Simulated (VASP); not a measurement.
# Al14Cu (rs.u) in VASP: relaxation of the atoms with r2SCAN

Aim: the relaxation of the atoms of Al14Cu (rs.u) with r2SCAN.

Everything below comes from runs of VASP 6.6.1. Logs are shortened: lines on timing, memory, paths and dates and some standing lists are left out, and cuts for length are marked.

## (1) The cell of the first run

The cell holds a slab with vacuum, 15 atoms: a = 4.888 Å, b = 4.888 Å, c = 21.217 Å, α = 90.00°, β = 90.00°, γ = 120.00°.

## (2) Relaxation of the atoms, r2SCAN

Input file POSCAR:

```
Al14Cu
1.0
    4.2330229706      2.4439369546      0.0000000000
   -4.2330229706      2.4439369546      0.0000000000
    0.0000000000      0.0000000000     21.2166710154
Al Cu
14 1
Direct
    0.0000000000      0.0000000000      0.2827964856
    0.3333330000      0.6666670000      0.2827964856
    0.6666670000      0.3333330000      0.2827964856
    0.3333330000      1.0000000000      0.3913959032
    0.6666670000      0.6666670000      0.3913959032
    0.0000000000      0.3333330000      0.3913959032
    0.6666670000      1.0000000000      0.5000000000
    0.0000000000      0.6666670000      0.5000000000
    0.3333330000      0.3333330000      0.5000000000
    0.3333330000      0.6666670000      0.6085994176
    0.6666670000      0.3333330000      0.6085994176
    0.3333330000      1.0000000000      0.7172035144
    0.6666670000      0.6666670000      0.7172035144
    0.0000000000      0.3333330000      0.7172035144
    0.0000000000      0.0000000000      0.6085994176
```

Input file INCAR.step1:

```
ALGO = Normal ; DIPOL = 0.5 0.5 0.500
EDIFF = 1E-4 ; ENCUT = 520
GGA = PE ; IDIPOL = 3
ISMEAR = 1 ; LASPH = T
LCHARG = F ; LDIPOL = T
LREAL = Auto ; LWAVE = T
NELM = 100 ; PREC = Accurate
SIGMA = 0.1
```

Input file INCAR.step2:

```
ALGO = Normal ; DIPOL = 0.5 0.5 0.500
EDIFF = 1E-6 ; EDIFFG = -0.08
ENCUT = 520 ; IBRION = 2
IDIPOL = 3 ; ISIF = 2
ISMEAR = 1 ; ISTART = 1
LASPH = T ; LCHARG = F
LDIPOL = T ; LMIXTAU = T
LREAL = Auto ; LWAVE = F
METAGGA = R2SCAN ; NELM = 100
NSW = 90 ; PREC = Accurate
SIGMA = 0.1
```

Input file KPOINTS:

```
k-points
0
Gamma
  6 6 1
```

Potentials or basis: VASP PAW PBE potentials, release 64 (Al, Cu).

Run with:

```sh
> cat potpaw_PBE.64/Al/POTCAR potpaw_PBE.64/Cu/POTCAR > POTCAR
> cp INCAR.step1 INCAR
> mpirun -np 1 vasp_std > vasp.out
> cp INCAR.step2 INCAR
> mpirun -np 1 vasp_std > vasp.out
```

OUTCAR:

```text
EDIFF = 1E-6
   EDIFFG = -0.08
   ENCUT = 520
   IBRION = 2
   ISIF = 2
   ISMEAR = 1
   ISTART = 1
   LASPH = T
   LREAL = Auto
   METAGGA = R2SCAN
   NELM = 100
   NSW = 90
   PREC = Accurate

 ion  position               nearest neighbor table
   1  0.000  0.000  0.283-   4 2.82   6 2.82   5 2.82   3 2.82   2 2.82   2 2.82   3 2.82   3 2.82
                             2 2.82
   2  0.333  0.667  0.283-   4 2.82   6 2.82   5 2.82   1 2.82   3 2.82   3 2.82   1 2.82   1 2.82
                             3 2.82
   3  0.667  0.333  0.283-   6 2.82   4 2.82   5 2.82   1 2.82   2 2.82   2 2.82   1 2.82   1 2.82
                             2 2.82
   4  0.333  0.000  0.391-   1 2.82   2 2.82   3 2.82   6 2.82   5 2.82   5 2.82   6 2.82   6 2.82
                             5 2.82   9 2.82   8 2.82   7 2.82
   5  0.667  0.667  0.391-   1 2.82   2 2.82   3 2.82   6 2.82   4 2.82   4 2.82   6 2.82   4 2.82
                             6 2.82   7 2.82   8 2.82   9 2.82
   6  0.000  0.333  0.391-   1 2.82   3 2.82   2 2.82   4 2.82   5 2.82   5 2.82   4 2.82   4 2.82
                             5 2.82   9 2.82   7 2.82   8 2.82
   7  0.667  0.000  0.500-  11 2.82  15 2.82  10 2.82   8 2.82   9 2.82   9 2.82   8 2.82   8 2.82
                             9 2.82   5 2.82   6 2.82   4 2.82
   8  0.000  0.667  0.500-  10 2.82  15 2.82  11 2.82   7 2.82   9 2.82   9 2.82   7 2.82   7 2.82
                             9 2.82   5 2.82   4 2.82   6 2.82
   9  0.333  0.333  0.500-  15 2.82  11 2.82  10 2.82   8 2.82   7 2.82   8 2.82   7 2.82   7 2.82
                             8 2.82   6 2.82   4 2.82   5 2.82
  10  0.333  0.667  0.609-   8 2.82   7 2.82   9 2.82  15 2.82  11 2.82  11 2.82  15 2.82  15 2.82
                            11 2.82  12 2.82  14 2.82  13 2.82
  11  0.667  0.333  0.609-   7 2.82   8 2.82   9 2.82  15 2.82  10 2.82  10 2.82  15 2.82  15 2.82
                            10 2.82  14 2.82  12 2.82  13 2.82
  12  0.333  0.000  0.717-  14 2.82  13 2.82  13 2.82  14 2.82  14 2.82  13 2.82  10 2.82  15 2.82
                            11 2.82
  13  0.667  0.667  0.717-  12 2.82  14 2.82  12 2.82  14 2.82  12 2.82  14 2.82  15 2.82  11 2.82
                            10 2.82
  14  0.000  0.333  0.717-  12 2.82  13 2.82  13 2.82  12 2.82  12 2.82  13 2.82  11 2.82  15 2.82
                            10 2.82
  15  0.000  0.000  0.609-   7 2.82   8 2.82   9 2.82  10 2.82  11 2.82  10 2.82  11 2.82  11 2.82
                            10 2.82  12 2.82  14 2.82  13 2.82

  LATTYP: Found a hexagonal cell.
 ALAT       =     4.8878739046
 C/A-ratio  =     4.3406747861

  Lattice vectors:

 A1 = (   4.2330229706,   2.4439369546,   0.0000000000)
 A2 = (  -4.2330229706,   2.4439369546,   0.0000000000)
 A3 = (   0.0000000000,   0.0000000000,  21.2166710154)

Analysis of symmetry for initial positions (statically):
=====================================================================
 Subroutine PRICEL returns:
 Original cell was already a primitive cell.

 Routine SETGRP: Setting up the symmetry group for a
 hexagonal supercell.

 Subroutine GETGRP returns: Found  6 space group operations
 (whereof  6 operations were pure point group operations)
 out of a pool of 24 trial point group operations.

The static configuration has the point symmetry C_3v.

Analysis of symmetry for dynamics (positions and initial velocities):
=====================================================================
 Subroutine PRICEL returns:
 Original cell was already a primitive cell.

 Routine SETGRP: Setting up the symmetry group for a
 hexagonal supercell.

 Subroutine GETGRP returns: Found  6 space group operations
 (whereof  6 operations were pure point group operations)
 out of a pool of 24 trial point group operations.

The dynamic configuration has the point symmetry C_3v.

 Subroutine INISYM returns: Found  6 space group operations
 (whereof  6 operations are pure point group operations),
 and found     1 'primitive' translations

----------------------------------------------------------------------------------------

                                     Primitive cell

  volume of cell :     438.9832

  direct lattice vectors                    reciprocal lattice vectors
     4.233022971  2.443936955  0.000000000     0.118118896  0.204587929  0.000000000
    -4.233022971  2.443936955  0.000000000    -0.118118896  0.204587929  0.000000000
     0.000000000  0.000000000 21.216671015     0.000000000  0.000000000  0.047132748

  length of vectors
     4.887873905  4.887873905 21.216671015     0.236237792  0.236237792  0.047132748

  position of ions in fractional coordinates (direct lattice)
     0.000000000  0.000000000  0.282796486
     0.333333000  0.666667000  0.282796486
     0.666667000  0.333333000  0.282796486
     0.333333000  0.000000000  0.391395903
     0.666667000  0.666667000  0.391395903
     0.000000000  0.333333000  0.391395903
     0.666667000  0.000000000  0.500000000
     0.000000000  0.666667000  0.500000000
     0.333333000  0.333333000  0.500000000
     0.333333000  0.666667000  0.608599418
     0.666667000  0.333333000  0.608599418
     0.333333000  0.000000000  0.717203514
     0.666667000  0.666667000  0.717203514
     0.000000000  0.333333000  0.717203514
     0.000000000  0.000000000  0.608599418

  ion indices of the primitive-cell ions
   primitive index   ion index
                 1           1
                 2           2
                 3           3
                 4           4
                 5           5
                 6           6
                 7           7
                 8           8
                 9           9
                10          10
                11          11
                12          12
                13          13
                14          14
                15          15

----------------------------------------------------------------------------------------

 KPOINTS: k-points

Automatic generation of k-mesh.
 Grid dimensions read from file:
 generate k-points for:    6    6    1

 Generating k-lattice:

  Cartesian coordinates                     Fractional coordinates (reciprocal lattice)
     0.019686483  0.034097988  0.000000000     0.166666667  0.000000000  0.000000000
    -0.019686483  0.034097988  0.000000000     0.000000000  0.166666667  0.000000000
     0.000000000  0.000000000  0.047132748     0.000000000  0.000000000  1.000000000

  Length of vectors
     0.039372965  0.039372965  0.047132748

  Shift w.r.t. Gamma in fractional coordinates (k-lattice)
     0.000000000  0.000000000  0.000000000

 Subroutine IBZKPT returns following result:
 ===========================================

 Found      7 irreducible k-points:

 Following reciprocal coordinates:
            Coordinates               Weight
  0.000000  0.000000  0.000000      1.000000
  0.166667  0.000000  0.000000      6.000000
  0.333333  0.000000  0.000000      6.000000
  0.500000  0.000000  0.000000      3.000000
  0.166667  0.166667  0.000000      6.000000
  0.333333  0.166667  0.000000     12.000000
  0.333333  0.333333  0.000000      2.000000
   k-points           NKPTS =      7   k-points in BZ     NKDIM =      7   number of bands    NBANDS=     34
   number of dos      NEDOS =    301   number of ions     NIONS =     15
   total plane-waves  NPLWV = 207360
   dimension x,y,z NGX =    36 NGY =   36 NGZ =  160
   dimension x,y,z NGXF=    72 NGYF=   72 NGZF=  320
   ions per type =              14   1
   NGX,Y,Z   is equivalent  to a cutoff of  12.24, 12.24, 12.54 a.u.
   NGXF,Y,Z  is equivalent  to a cutoff of  24.49, 24.49, 25.07 a.u.
 SYSTEM =  unknown system
   PREC   = accura    normal or accurate (medium, high low for compatibility)
   ISTART =      1    job   : 0-new  1-cont  2-samecut
   ICHARG =      0    charge: 1-file 2-atom 10-const
   ISPIN  =      1    spin polarized calculation?
   LNONCOLLINEAR =      F non collinear calculations
   LSORBIT =      F    spin-orbit coupling
   LASPH  =      T    aspherical Exc in radial PAW
   ENCUT  =  520.0 eV  38.22 Ry    6.18 a.u.   9.09  9.09 39.45*2*pi/ulx,y,z
   NELM   =    100;   NELMIN=  2; NELMDL=  0     # of ELM steps
   EDIFF  = 0.1E-05   stopping-criterion for ELM
   LREAL  =      T    real-space projection
   EDIFFG = -.8E-01   stopping-criterion for IOM
   NSW    =     90    number of steps for IOM
   IBRION =      2    ionic relax: 0-MD 1-quasi-New 2-CG
   NFREE  =      1    steps in history (QN), initial steepest desc. (CG)
   ISIF   =      2    stress and relaxation
   ISYM   =      2    0-nonsym 1-usesym 2-fastsym
   POTIM  = 0.5000    time-step for ionic-motion
   TEBEG  =    0.0;   TEEND  =   0.0 temperature during run
   PSTRESS=    0.0 pullay stress
   NELECT =      53.0000    total number of electrons
   NUPDOWN=      -1.0000    fix difference up-down
   EMIN   =  10.00;   EMAX   =-10.00  energy-range for DOS
   EFERMI =   0.00;   METHOD = LEGACY
   ISMEAR =     1;   SIGMA  =   0.10  broadening in eV -4-tet -1-fermi 0-gaus
   EFERMI_NEDOS =   21; number of points for ismear=-14 and -15
   IALGO  =     38    algorithm
   IMIX   =      4    mixing-type and parameters
     AMIX     =   0.40;   BMIX     =  1.00
     AMIX_MAG =   1.60;   BMIX_MAG =  1.00
  volume/ion in A,a.u.               =      29.27       197.49
  Fermi-wavevector in a.u.,A,eV,Ry     =   0.809129  1.529031  8.907584  0.654689
  Thomas-Fermi vector in A             =   1.918062
   LORBIT       =      0    0 simple, 1 ext, 2 COOP (PROOUT), +10 PAW based schemes
   METAGGA = R2SCAN    functional components
   LHFCALC =     F    Hartree Fock is set to
   AEXX    =    0.0000 exact exchange contribution
   IVDW    =     0    specifies the selected vdW correction
   LEPSILON=     F    determine dielectric tensor
   LRPA    =     F    only Hartree local field effects (RPA)
 conjugate gradient relaxation of ions
 non-spin polarized calculation
 Methfessel and Paxton  Order N= 1 SIGMA  =   0.10
  energy-cutoff  :      520.00
  volume of cell :      438.98
 maximum number of plane-waves:     11871
   NGX = 19   NGY = 19   NGZ = 79

--------------------------------------- Ionic step        1  -------------------------------------------

 number of electron      53.0000005 magnetization

 Free energy of the ion-electron system (eV)
  ---------------------------------------------------
  ext. energy  EPLUGINS =         0.00000000
  ---------------------------------------------------
  free energy    TOTEN  =      -102.80639887 eV

  energy without entropy =     -102.79830008  energy(sigma->0) =     -102.80369928

------------------------ aborting loop because EDIFF is reached ----------------------------------------

  FORCE on cell =-STRESS in cart. coord.  units (eV):
  Direction    XX          YY          ZZ          XY          YZ          ZX
  --------------------------------------------------------------------------------------
  -------------------------------------------------------------------------------------
  Total       -7.6638135     -7.6638136     -0.3877494      0.0000000      0.0000000      0.0000000
  in kB      -27.9709779    -27.9709780     -1.4151872      0.0000000      0.0000000      0.0000000
  external PRESSURE =     -19.1190477 kB  Pullay stress =       0.0000000 kB
[... 177 lines left out ...]
  FREE ENERGIE OF THE ION-ELECTRON SYSTEM (eV)
  ---------------------------------------------------
  free  energy   TOTEN  =      -102.8519426702 eV

  energy  without entropy=     -102.8495830206  energy(sigma->0) =     -102.85115612

 dipolmoment           0.000000      0.000000      0.003327 electrons x Angstroem

--------------------------------------- Ionic step        5  -------------------------------------------

 number of electron      52.9999990 magnetization

 dipolmoment           0.000000      0.000000     -0.007954 electrons x Angstroem

 Free energy of the ion-electron system (eV)
  ---------------------------------------------------
  ext. energy  EPLUGINS =         0.00000000
  ---------------------------------------------------
  free energy    TOTEN  =      -102.85677166 eV

  energy without entropy =     -102.85566406  energy(sigma->0) =     -102.85640246

 E-fermi :   2.5449     XC(G=0):  -6.8523

 val. band max:        2.5304372786   @ k =   0.1667   0.0000   0.0000
 cond. band min:       2.5956673648   @ k =   0.3333   0.1667   0.0000
 fundamental gap:      0.0652300862
 Fermi energy:         2.5448995777

 k-point     1 :       0.0000    0.0000    0.0000
  band No.  band energies     occupation
      1      -9.0611      2.00000
      2      -8.2215      2.00000
      3      -7.1440      2.00000
      4      -5.4305      2.00000
      5      -3.3990      2.00000
      6      -1.8285      2.00000
[... 248 lines left out ...]
     33       4.6142      0.00000
     34       4.6142      0.00000

------------------------ aborting loop because EDIFF is reached ----------------------------------------

 vacuum level on the upper side and lower side of the slab       (xc-potential included)        -0.270        -0.182

  FORCE on cell =-STRESS in cart. coord.  units (eV):
  Direction    XX          YY          ZZ          XY          YZ          ZX
  --------------------------------------------------------------------------------------
  -------------------------------------------------------------------------------------
  Total       -8.1664127     -8.1664127      0.3673750      0.0000000      0.0000000      0.0000000
  in kB      -29.8053375    -29.8053376      1.3408258      0.0000000      0.0000000      0.0000000
  external PRESSURE =     -19.4232831 kB  Pullay stress =       0.0000000 kB
[... 30 lines left out ...]
  FREE ENERGIE OF THE ION-ELECTRON SYSTEM (eV)
  ---------------------------------------------------
  free  energy   TOTEN  =      -102.8567716555 eV

  energy  without entropy=     -102.8556640603  energy(sigma->0) =     -102.85640246

 reached required accuracy - stopping structural energy minimisation

 vacuum level on the upper side and lower side of the slab         6.602         6.737
```

It took 44 min on 1 thread of Intel Xeon Platinum 8488C (Sapphire Rapids), shared host; peak memory 0.62 GiB.

Results:

| Quantity | Value |
| --- | --- |
| Free energy | -102.8568 eV |
| Energy gained by relaxing | 3.4 meV/atom |
| Ionic steps | 5 |
| Largest force after relaxing | 0.069 eV/Å |

Forces in eV/Å, atoms in the order of the input:
```
Al   0.000  0.000 -0.045
Al   0.000  0.000 -0.060
Al   0.000  0.000 -0.060
Al   0.009  0.005  0.021
Al   0.000 -0.011  0.021
Al  -0.009  0.005  0.021
Al  -0.040 -0.023  0.051
Al   0.040 -0.023  0.051
Al   0.000  0.046  0.051
Al   0.000  0.000  0.029
Al   0.000  0.000  0.029
Al   0.037  0.022 -0.029
Al   0.000 -0.043 -0.029
Al  -0.037  0.022 -0.029
Cu   0.000  0.000 -0.023
```

The path:
| step | energy change (eV) | largest force (eV/Å) | pressure (GPa) |
| --- | --- | --- | --- |
| 1 | 0.0000 | 0.3041 | -1.91 |
| 2 | -0.0225 | 0.2230 | -1.93 |
| 3 | -0.0450 | 0.1268 | -1.93 |
| 4 | -0.0455 | 0.1040 | -1.93 |
| 5 | -0.0504 | 0.0689 | -1.94 |

Final structure:
```yaml
crystal:
  lattice:
    - [4.23302, 2.44394, 0.00000]
    - [-4.23302, 2.44394, 0.00000]
    - [0.00000, 0.00000, 21.21667]
  atoms:
    - { symbol: Al, position: [0.00000, 0.00000, 0.28172] }
    - { symbol: Al, position: [0.33333, 0.66667, 0.28168] }
    - { symbol: Al, position: [0.66667, 0.33333, 0.28168] }
    - { symbol: Al, position: [0.33387, 0.00000, 0.39163] }
    - { symbol: Al, position: [0.66613, 0.66613, 0.39163] }
    - { symbol: Al, position: [0.00000, 0.33387, 0.39163] }
    - { symbol: Al, position: [0.67334, 0.00000, 0.50195] }
    - { symbol: Al, position: [0.00000, 0.67334, 0.50195] }
    - { symbol: Al, position: [0.32666, 0.32666, 0.50195] }
    - { symbol: Al, position: [0.33333, 0.66667, 0.60912] }
    - { symbol: Al, position: [0.66667, 0.33333, 0.60912] }
    - { symbol: Al, position: [0.32583, 0.00000, 0.71598] }
    - { symbol: Al, position: [0.67417, 0.67417, 0.71598] }
    - { symbol: Al, position: [0.00000, 0.32583, 0.71598] }
    - { symbol: Cu, position: [0.00000, 0.00000, 0.60798] }
```

Caveat: the PAW data sets were made with another functional, which shifts forces and pressure a little; the relaxation stopped at a loose force limit of 0.08 eV/Å, so its end isn't a converged minimum.
